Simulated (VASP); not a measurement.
Here is a VASP 6.6.1 calculation.

The input INCAR:

```
SYSTEM = Ti
  PREC = Accurate
  ENCUT = 520
  EDIFF = 1E-6
  ISMEAR = -1
  SIGMA = 0.1
  LREAL = .FALSE.
  LASPH = .TRUE.
  NELM = 100
  ALGO = Normal
  ISIF = 2
  LWAVE = .FALSE.
  LCHARG = .FALSE.
  GGA = RE
  NBANDS = 12
```

KPOINTS

```
Automatic mesh
0
G
  13 13 13
  0 0 0
```

The input POSCAR:

```
Ti
1.0
    2.6685349030      0.0000000000      0.0000000000
    0.0000000000      2.6685349030      0.0000000000
    0.0000000000      0.0000000000      2.6685349030
Ti
1
Direct
    0.0000000000      0.0000000000      0.0000000000
```

Potentials or basis: VASP PAW PBE potentials, release 64 (Ti_sv).

Run with:

```console
$ cat potpaw_PBE.64/Ti_sv/POTCAR > POTCAR
$ mpirun -np 1 vasp_std > vasp.out
```

(1) What does it give for the band gap on the k mesh?

(2) Predict the pressure.

Answers

(1) zero (band 6 reaches 7.93 eV, above the bottom of band 7 at 6.09 eV).

(2) -0.2 GPa.

Caveat: the PAW data sets were made with another functional, which shifts forces and pressure a little.
